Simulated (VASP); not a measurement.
Here is a VASP 6.6.1 calculation.

The input INCAR:

```
ALGO = Normal
EDIFF = 1E-6
ENCUT = 520
GGA = PE
ISIF = 2
ISMEAR = -1
LASPH = T
LCHARG = F
LREAL = F
LWAVE = F
NBANDS = 15
NELM = 100
PREC = Accurate
SIGMA = 0.02
```

File KPOINTS:

```
k-points
0
Gamma
  12 12 10
```

File POSCAR:

```
TaN
1.0
    2.9379988584     -0.0293799886     -0.0293799886
   -1.4944432457      2.5590716420     -0.0107538222
   -0.0288300000     -0.0288300000      2.8830000000
Ta N
1 1
Direct
    0.3333333333      0.6666666667      0.5000000000
    0.0000000000      0.0000000000      0.0000000000
```

Potentials or basis: VASP PAW PBE potentials, release 64 (Ta_pv, N).

Run with:

```sh
$ cat potpaw_PBE.64/Ta_pv/POTCAR potpaw_PBE.64/N/POTCAR > POTCAR
$ mpirun -np 1 vasp_std > vasp.out
```

Task: Predict the pressure.

Result: 5.8 GPa.

Task: Estimate the band gap on the k mesh.

Result: Zero (band 8 reaches 8.52 eV, above the bottom of band 9 at 8.26 eV).

Stress tensor (GPa, compression positive):
```
5.17 4.58 5.10
4.58 5.63 5.09
5.10 5.09 6.70
```

Caveat: the cell differs from its parent crystal (equal xy, yz and zx shear strains of -2 %); spin-orbit coupling is left out, which moves the levels of the heavy elements.
